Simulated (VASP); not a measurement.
# Ga3Se (P4/mmm) in VASP: further runs

The runs below take Ga3Se through single point, with PBEsol+D3(BJ).

Everything below comes from runs of VASP 6.6.1. Logs are shortened: lines on timing, memory, paths and dates and some standing lists are left out, and cuts for length are marked.

**1. The cell of the first run**

It takes space group P4/mmm (No. 123, tetragonal). The conventional cell has a = 4.225 Å, b = 4.225 Å, c = 4.542 Å, α = 90.00°, β = 90.00°, γ = 90.00°. Ga (site symmetry mmm) has 8 Ga at 2.99 to 3.10 Å and 4 Se at 3.10 Å within 3.9 Å. Ga (site symmetry 4/mmm) has 4 Se at 2.99 Å and 8 Ga at 3.10 Å within 3.9 Å. Within 3.9 Å of Se (site symmetry 4/mmm) lie 12 Ga at 2.99 to 3.10 Å.

**2. Single point, PBEsol+D3(BJ) (strain +0.0750 x Voigt [0, 1, 0, 0, 0, 0])**

Contents of INCAR:

```
SYSTEM = Ga3Se
  PREC = Accurate
  ENCUT = 520
  EDIFF = 1E-7
  ISMEAR = 0
  SIGMA = 0.15
  LREAL = .FALSE.
  LASPH = .TRUE.
  NELM = 100
  ALGO = Normal
  ISIF = 2
  LWAVE = .FALSE.
  LCHARG = .TRUE.
  GGA = PS
  IVDW = 12
  LELF = .TRUE.
  LVHAR = .TRUE.
  NBANDS = 30
```

Contents of KPOINTS:

```
regular mesh
0
G
  12 12 12
  0 0 0
```

Contents of POSCAR:

```
Ga3Se
1.0
    4.2249181734      0.0000000000      0.0000000000
    0.0000000000      4.5417870364      0.0000000000
    0.0000000000      0.0000000000      4.2249181734
Ga Se
3 1
Direct
    0.0000000000      0.5000000000      0.5000000000
    0.5000000000      0.0000000000      0.5000000000
    0.5000000000      0.5000000000      0.0000000000
    0.0000000000      0.0000000000      0.0000000000
```

Potentials or basis: VASP PAW PBE potentials, release 64 (Ga_d, Se).

On the command line:

```console
$ cat potpaw_PBE.64/Ga_d/POTCAR potpaw_PBE.64/Se/POTCAR > POTCAR
$ mpirun -np 1 vasp_std > vasp.out
```

OUTCAR:

```text
SYSTEM = Ga3Se
   PREC = Accurate
   ENCUT = 520
   EDIFF = 1E-7
   ISMEAR = 0
   LREAL = .FALSE.
   LASPH = .TRUE.
   NELM = 100
   ISIF = 2
   GGA = PS
   IVDW = 12
 IVDW          = 12

 ion  position               nearest neighbor table
   1  0.000  0.500  0.500-
   2  0.500  0.000  0.500-
   3  0.500  0.500  0.000-
   4  0.000  0.000  0.000-

  LATTYP: Found a simple tetragonal cell.
 ALAT       =     4.2249181734
 C/A-ratio  =     1.0750000000

  Lattice vectors:

 A1 = (  -4.2249181734,   0.0000000000,   0.0000000000)
 A2 = (   0.0000000000,   0.0000000000,   4.2249181734)
 A3 = (   0.0000000000,   4.5417870364,   0.0000000000)

Analysis of symmetry for initial positions (statically):
=====================================================================
 Subroutine PRICEL returns:
 Original cell was already a primitive cell.

 Routine SETGRP: Setting up the symmetry group for a
 simple tetragonal supercell.

 Subroutine GETGRP returns: Found 16 space group operations
 (whereof 16 operations were pure point group operations)
 out of a pool of 16 trial point group operations.

The static configuration has the point symmetry D_4h.

Analysis of symmetry for dynamics (positions and initial velocities):
=====================================================================
 Subroutine PRICEL returns:
 Original cell was already a primitive cell.

 Routine SETGRP: Setting up the symmetry group for a
 simple tetragonal supercell.

 Subroutine GETGRP returns: Found 16 space group operations
 (whereof 16 operations were pure point group operations)
 out of a pool of 16 trial point group operations.

The dynamic configuration has the point symmetry D_4h.

 Subroutine INISYM returns: Found 16 space group operations
 (whereof 16 operations are pure point group operations),
 and found     1 'primitive' translations

----------------------------------------------------------------------------------------

                                     Primitive cell

  volume of cell :      81.0706

  direct lattice vectors                    reciprocal lattice vectors
     4.224918173  0.000000000  0.000000000     0.236690975  0.000000000  0.000000000
     0.000000000  4.541787036  0.000000000     0.000000000  0.220177651  0.000000000
     0.000000000  0.000000000  4.224918173     0.000000000  0.000000000  0.236690975

  length of vectors
[... 85 lines left out ...]
   NELM   =    100;   NELMIN=  2; NELMDL= -5     # of ELM steps
   EDIFF  = 0.1E-06   stopping-criterion for ELM
   LREAL  =      F    real-space projection
   EDIFFG = 0.1E-05   stopping-criterion for IOM
   NSW    =      0    number of steps for IOM
   IBRION =     -1    ionic relax: 0-MD 1-quasi-New 2-CG
   NFREE  =      0    steps in history (QN), initial steepest desc. (CG)
   ISIF   =      2    stress and relaxation
   ISYM   =      2    0-nonsym 1-usesym 2-fastsym
   POTIM  = 0.5000    time-step for ionic-motion
   TEBEG  =    0.0;   TEEND  =   0.0 temperature during run
   PSTRESS=    0.0 pullay stress
   NELECT =      45.0000    total number of electrons
   NUPDOWN=      -1.0000    fix difference up-down
   EMIN   =  10.00;   EMAX   =-10.00  energy-range for DOS
   EFERMI =   0.00;   METHOD = LEGACY
   ISMEAR =     0;   SIGMA  =   0.15  broadening in eV -4-tet -1-fermi 0-gaus
   EFERMI_NEDOS =   21; number of points for ismear=-14 and -15
   IALGO  =     38    algorithm
   IMIX   =      4    mixing-type and parameters
     AMIX     =   0.40;   BMIX     =  1.00
     AMIX_MAG =   1.60;   BMIX_MAG =  1.00
  volume/ion in A,a.u.               =      20.27       136.77
  Fermi-wavevector in a.u.,A,eV,Ry     =   1.345420  2.542475 24.628654  1.810155
  Thomas-Fermi vector in A             =   2.473334
   LORBIT       =      0    0 simple, 1 ext, 2 COOP (PROOUT), +10 PAW based schemes
   GGA     = PS    functional components
   LHFCALC =     F    Hartree Fock is set to
   AEXX    =    0.0000 exact exchange contribution
   IVDW    =    12    specifies the selected vdW correction
   LEPSILON=     F    determine dielectric tensor
   LRPA    =     F    only Hartree local field effects (RPA)
 non-spin polarized calculation
 Gauss-broadening in eV      SIGMA  =   0.15
  energy-cutoff  :      520.00
  volume of cell :       81.07
 maximum number of plane-waves:      2206
 NGX is ok and might be reduce to    32
   NGX = 15   NGY = 17   NGZ = 15

 number of electron      44.9999983 magnetization

 Free energy of the ion-electron system (eV)
  ---------------------------------------------------
  ext. energy  EPLUGINS =         0.00000000
  ---------------------------------------------------
  free energy    TOTEN  =       -14.03446228 eV

  energy without entropy =      -14.01753134  energy(sigma->0) =      -14.02599681

 E-fermi :   5.1181     XC(G=0): -10.7495

 val. band max:        5.1117598487   @ k =   0.2500   0.1667   0.0833
 cond. band min:       5.1186148566   @ k =   0.5000   0.0833   0.5000
 fundamental gap:      0.0068550079
 Fermi energy:         5.1180939644

 k-point     1 :       0.0000    0.0000    0.0000
  band No.  band energies     occupation
      1      -9.9093      2.00000
      2      -9.8905      2.00000
      3      -9.8418      2.00000
      4      -9.8418      2.00000
      5      -9.8257      2.00000
      6      -9.7653      2.00000
[... 781 lines left out ...]
     29      11.4745      0.00000
     30      12.1255      0.00000

 [... further k-points ...]

------------------------ aborting loop because EDIFF is reached ----------------------------------------

 Edisp (eV)   -1.20161

 E8    (eV) :    -0.8129

  FORCE on cell =-STRESS in cart. coord.  units (eV):
  Direction    XX          YY          ZZ          XY          YZ          ZX
  --------------------------------------------------------------------------------------
  -------------------------------------------------------------------------------------
  Total      -1.63769    -1.84422    -1.63769    -0.00000     0.00000     0.00000
  in kB     -32.36526   -36.44692   -32.36526    -0.00000     0.00000     0.00000
  external pressure =      -33.73 kB  Pullay stress =        0.00 kB

 VOLUME and BASIS-vectors are now :
 -----------------------------------------------------------------------------
  energy-cutoff  :      520.00
  volume of cell :       81.07
      direct lattice vectors                 reciprocal lattice vectors
     4.224918173  0.000000000  0.000000000     0.236690975  0.000000000  0.000000000
     0.000000000  4.541787036  0.000000000     0.000000000  0.220177651  0.000000000
     0.000000000  0.000000000  4.224918173     0.000000000  0.000000000  0.236690975

 POSITION                                       TOTAL-FORCE (eV/Angst)
 -----------------------------------------------------------------------------------
      0.00000      2.27089      2.11246         0.000000      0.000000      0.000000
      2.11246      0.00000      2.11246         0.000000      0.000000      0.000000
      2.11246      2.27089      0.00000         0.000000      0.000000      0.000000
      0.00000      0.00000      0.00000         0.000000      0.000000      0.000000
 -----------------------------------------------------------------------------------
    total drift:                                0.000000     -0.000000     -0.000000

  FREE ENERGIE OF THE ION-ELECTRON SYSTEM (eV)
  ---------------------------------------------------
  free  energy   TOTEN  =       -15.2360673628 eV

  energy  without entropy=      -15.2191364288  energy(sigma->0) =      -15.22760190
```

OSZICAR:

```text
N       E                     dE             d eps       ncg     rms          rms(c)
DAV:   1     0.311705561658E+03    0.31171E+03   -0.21662E+04 12038   0.252E+03
DAV:   2     0.255612813660E+02   -0.28614E+03   -0.27732E+03 12078   0.520E+02
DAV:   3    -0.126239746107E+02   -0.38185E+02   -0.36892E+02 13650   0.140E+02
DAV:   4    -0.141305806253E+02   -0.15066E+01   -0.14955E+01 13710   0.286E+01
DAV:   5    -0.141654756643E+02   -0.34895E-01   -0.34868E-01 13338   0.437E+00    0.343E+00
DAV:   6    -0.140512207693E+02    0.11425E+00   -0.29444E-01 16208   0.741E+00    0.202E+00
DAV:   7    -0.140372463044E+02    0.13974E-01   -0.44339E-02 14646   0.180E+00    0.697E-01
DAV:   8    -0.140344761370E+02    0.27702E-02   -0.75597E-03 15070   0.122E+00    0.804E-02
DAV:   9    -0.140344408525E+02    0.35285E-04   -0.10688E-03 13640   0.580E-01    0.354E-02
DAV:  10    -0.140344591558E+02   -0.18303E-04   -0.17204E-04 14808   0.163E-01    0.273E-02
DAV:  11    -0.140344621255E+02   -0.29697E-05   -0.25576E-05 14578   0.103E-01    0.740E-03
DAV:  12    -0.140344622656E+02   -0.14016E-06   -0.48081E-06 14502   0.829E-02    0.264E-03
DAV:  13    -0.140344622874E+02   -0.21733E-07   -0.19037E-06 17354   0.227E-02    0.740E-04
DAV:  14    -0.140344622761E+02    0.11309E-07   -0.43462E-07 11644   0.544E-03
   1 F= -.15236067E+02 E0= -.15227602E+02  d E =-.169309E-01
```

Run time: 9 min. Hardware: 1 thread of AMD EPYC 7R43 (Zen 3), shared host; peak memory 0.46 GiB.

Results:

| Quantity | Value |
| --- | --- |
| Free energy | -15.2361 eV |
| Pressure | -3.4 GPa |
| Dispersion energy per atom | -0.300 eV |

Stress tensor (GPa, compression positive):
```
-3.24  0.00  0.00
 0.00 -3.64  0.00
 0.00  0.00 -3.24
```

Caveat: the cell differs from its parent crystal (strain +0.0750 x Voigt [0, 1, 0, 0, 0, 0]); the PAW data sets were made with another functional, which shifts forces and pressure a little; pairwise dispersion overbinds metals, which lowers pressure and volume.

**3. Single point, PBEsol+D3(BJ) (strain +0.0875 x Voigt [0, 1, 0, 0, 0, 0])**

Contents of INCAR:

```
SYSTEM = Ga3Se
  ALGO = Normal
  EDIFF = 1E-6
  ENCUT = 520
  GGA = PS
  ISIF = 2
  ISMEAR = 0
  IVDW = 12
  LASPH = .True.
  LCHARG = .False.
  LREAL = .False.
  LWAVE = .False.
  NBANDS = 30
  NELM = 80
  PREC = Accurate
  SIGMA = 0.15
```

Contents of KPOINTS:

```
k-points
0
Gamma
  12 12 12
  0 0 0
```

POSCAR: that of step 2 with these lines changed.

```diff
@@ -3,3 +3,3 @@
     4.2249181734      0.0000000000      0.0000000000
-    0.0000000000      4.5417870364      0.0000000000
+    0.0000000000      4.5945985136      0.0000000000
     0.0000000000      0.0000000000      4.2249181734
```

Potentials or basis: VASP PAW PBE potentials, release 64 (Ga_d, Se).

On the command line:

```console
$ cat potpaw_PBE.64/Ga_d/POTCAR potpaw_PBE.64/Se/POTCAR > POTCAR
$ mpirun -np 1 vasp_std > vasp.out
```

Wall time 6 min (1 thread of AMD EPYC 7R43 (Zen 3), shared host); peak memory 0.45 GiB.

It converged, with:

* Free energy: -15.2131 eV
* Pressure: -3.9 GPa
* Dispersion energy per atom: -0.297 eV

Stress tensor (GPa, compression positive):
```
-3.76  0.00  0.00
 0.00 -4.23  0.00
 0.00  0.00 -3.76
```

Levels at points of the mesh, in eV from the Fermi level:
| k point | band 18 | band 19 | band 20 | band 21 | band 22 | band 23 | band 24 | band 25 | band 26 | band 27 |
| --- | --- | --- | --- | --- | --- | --- | --- | --- | --- | --- |
| (0.00, 0.00, 0.00) | -4.39 | -3.74 | -3.74 | -3.17 | -2.20 | 1.62 | 1.66 | 1.66 | 4.50 | 4.83 |
| (0.50, 0.00, 0.00) | -5.40 | -3.23 | -2.67 | -2.48 | -0.80 | -0.76 | 0.11 | 0.97 | 4.06 | 4.29 |
| (0.00, 0.50, 0.00) | -5.08 | -2.94 | -2.94 | -1.56 | -0.91 | -0.27 | -0.27 | 1.43 | 3.67 | 4.17 |
| (0.50, 0.50, 0.00) | -7.14 | -6.69 | -2.16 | -0.56 | -0.42 | -0.13 | 1.83 | 1.89 | 1.99 | 2.14 |
| (0.50, 0.00, 0.50) | -6.89 | -6.36 | -2.44 | -1.38 | -1.19 | -1.19 | 0.71 | 1.29 | 1.29 | 1.58 |
| (0.50, 0.50, 0.50) | -5.25 | -5.09 | -5.09 | -5.08 | -5.08 | -3.70 | 3.37 | 4.59 | 4.59 | 8.04 |

Caveat: the cell differs from its parent crystal (strain +0.0875 x Voigt [0, 1, 0, 0, 0, 0]); the PAW data sets were made with another functional, which shifts forces and pressure a little; pairwise dispersion overbinds metals, which lowers pressure and volume.

**4. Single point, PBEsol+D3(BJ) (strain +0.1000 x Voigt [0, 1, 0, 0, 0, 0])**

Contents of INCAR:

```
ALGO = Normal
EDIFF = 1E-7
ENCUT = 520
GGA = PS
ISIF = 2
ISMEAR = 0
IVDW = 12
LASPH = T
LCHARG = F
LREAL = F
LWAVE = F
NBANDS = 30
NELM = 60
PREC = Accurate
SIGMA = 0.15
```

Contents of KPOINTS:

```
k-points
0
Gamma
  12 12 12
```

POSCAR: that of step 3 with these lines changed.

```diff
@@ -3,3 +3,3 @@
     4.2249181734      0.0000000000      0.0000000000
-    0.0000000000      4.5945985136      0.0000000000
+    0.0000000000      4.6474099907      0.0000000000
     0.0000000000      0.0000000000      4.2249181734
```

Potentials or basis: VASP PAW PBE potentials, release 64 (Ga_d, Se).

On the command line:

```console
$ cat potpaw_PBE.64/Ga_d/POTCAR potpaw_PBE.64/Se/POTCAR > POTCAR
$ mpirun -np 1 vasp_std > vasp.out
```

OUTCAR:

```text
EDIFF = 1E-7
   ENCUT = 520
   GGA = PS
   ISIF = 2
   ISMEAR = 0
   IVDW = 12
   LASPH = T
   LREAL = F
   NELM = 60
   PREC = Accurate
 IVDW          = 12

 ion  position               nearest neighbor table
   1  0.000  0.500  0.500-
   2  0.500  0.000  0.500-
   3  0.500  0.500  0.000-
[... 991 lines left out ...]

------------------------ aborting loop because EDIFF is reached ----------------------------------------

 Edisp (eV)   -1.17326

 E8    (eV) :    -0.7936

  FORCE on cell =-STRESS in cart. coord.  units (eV):
  Direction    XX          YY          ZZ          XY          YZ          ZX
  --------------------------------------------------------------------------------------
  -------------------------------------------------------------------------------------
  Total      -2.11763    -2.41763    -2.11763     0.00000     0.00000     0.00000
  in kB     -40.89908   -46.69319   -40.89908     0.00000     0.00000     0.00000
  external pressure =      -42.83 kB  Pullay stress =        0.00 kB

 VOLUME and BASIS-vectors are now :
 -----------------------------------------------------------------------------
  energy-cutoff  :      520.00
  volume of cell :       82.96
      direct lattice vectors                 reciprocal lattice vectors
     4.224918173  0.000000000  0.000000000     0.236690975  0.000000000  0.000000000
     0.000000000  4.647409991  0.000000000     0.000000000  0.215173613  0.000000000
     0.000000000  0.000000000  4.224918173     0.000000000  0.000000000  0.236690975

 POSITION                                       TOTAL-FORCE (eV/Angst)
 -----------------------------------------------------------------------------------
      0.00000      2.32370      2.11246         0.000000      0.000000      0.000000
      2.11246      0.00000      2.11246         0.000000      0.000000      0.000000
      2.11246      2.32370      0.00000         0.000000      0.000000      0.000000
      0.00000      0.00000      0.00000         0.000000      0.000000      0.000000
 -----------------------------------------------------------------------------------
    total drift:                                0.000000     -0.000000     -0.000000

  FREE ENERGIE OF THE ION-ELECTRON SYSTEM (eV)
  ---------------------------------------------------
  free  energy   TOTEN  =       -15.1870685354 eV

  energy  without entropy=      -15.1702281084  energy(sigma->0) =      -15.17864832
```

OSZICAR:

```text
N       E                     dE             d eps       ncg     rms          rms(c)
DAV:   1     0.312416906424E+03    0.31242E+03   -0.21638E+04 12044   0.249E+03
DAV:   2     0.261569093167E+02   -0.28626E+03   -0.27750E+03 12088   0.523E+02
DAV:   3    -0.125424016558E+02   -0.38699E+02   -0.37341E+02 13678   0.140E+02
DAV:   4    -0.141155527991E+02   -0.15732E+01   -0.15607E+01 13574   0.288E+01
DAV:   5    -0.141522035243E+02   -0.36651E-01   -0.36630E-01 13542   0.444E+00    0.328E+00
DAV:   6    -0.140293918146E+02    0.12281E+00   -0.32946E-01 16372   0.749E+00    0.193E+00
DAV:   7    -0.140170048325E+02    0.12387E-01   -0.47523E-02 13762   0.194E+00    0.715E-01
DAV:   8    -0.140138468787E+02    0.31580E-02   -0.77945E-03 15924   0.146E+00    0.838E-02
DAV:   9    -0.140137860747E+02    0.60804E-04   -0.11767E-03 13584   0.516E-01    0.341E-02
DAV:  10    -0.140138068938E+02   -0.20819E-04   -0.18635E-04 15138   0.124E-01    0.259E-02
DAV:  11    -0.140138103331E+02   -0.34392E-05   -0.18541E-05 15558   0.734E-02    0.334E-03
DAV:  12    -0.140138098488E+02    0.48428E-06   -0.33963E-06 14730   0.549E-02    0.162E-03
DAV:  13    -0.140138097805E+02    0.68290E-07   -0.90917E-07 15284   0.187E-02
   1 F= -.15187069E+02 E0= -.15178648E+02  d E =-.168404E-01
```

stdout:

```text
POSCAR found type information on POSCAR GaSe
 POSCAR found :  2 types and       4 ions
 scaLAPACK will be used
 -----------------------------------------------------------------------------
|                                                                             |
|                                                                             |
|     You enforced a specific xc type in the INCAR file but a different       |
|     I HOPE YOU KNOW WHAT YOU ARE DOING!                                     |
|                                                                             |
 -----------------------------------------------------------------------------

 LDA part: xc-table for (Slater+PW92), standard interpolation
 POSCAR, INCAR and KPOINTS ok, starting setup
 FFT: planning ... GRIDC
 FFT: planning ... GRID_SOFT
 FFT: planning ... GRID
 WAVECAR not read
 entering main loop
```

Run time: 7.1 min. Hardware: 1 thread of AMD EPYC 7R43 (Zen 3), shared host; peak memory 0.46 GiB.

What came out:

- Free energy: -15.1871 eV
- Pressure: -4.3 GPa
- Dispersion energy per atom: -0.293 eV

Stress tensor (GPa, compression positive):
```
-4.09  0.00  0.00
 0.00 -4.67  0.00
 0.00  0.00 -4.09
```

Caveat: the cell differs from its parent crystal (strain +0.1000 x Voigt [0, 1, 0, 0, 0, 0]); the PAW data sets were made with another functional, which shifts forces and pressure a little; pairwise dispersion overbinds metals, which lowers pressure and volume.

**5. Overview**

| cell | gap on the mesh (eV) | pressure (GPa) |
| --- | --- | --- |
| a = 4.225, b = 4.542 Å, 4 atoms | none | -3.4 |
| a = 4.225, b = 4.595 Å, 4 atoms | none | -3.9 |
| a = 4.225, b = 4.647 Å, 4 atoms | none | -4.3 |

Alike in all rows: task single point; level PBEsol+D3(BJ); potentials or basis VASP PAW PBE potentials, release 64 (Ga_d, Se); no spin polarisation; k mesh 12 × 12 × 12; cutoff (eV) 520; smearing gaussian 0.15 eV.

Caveats: the PAW data sets were made with another functional, which shifts forces and pressure a little; pairwise dispersion overbinds metals, which lowers pressure and volume.

Total energies depend on the potentials used, so only differences within one code and one set of settings carry meaning.
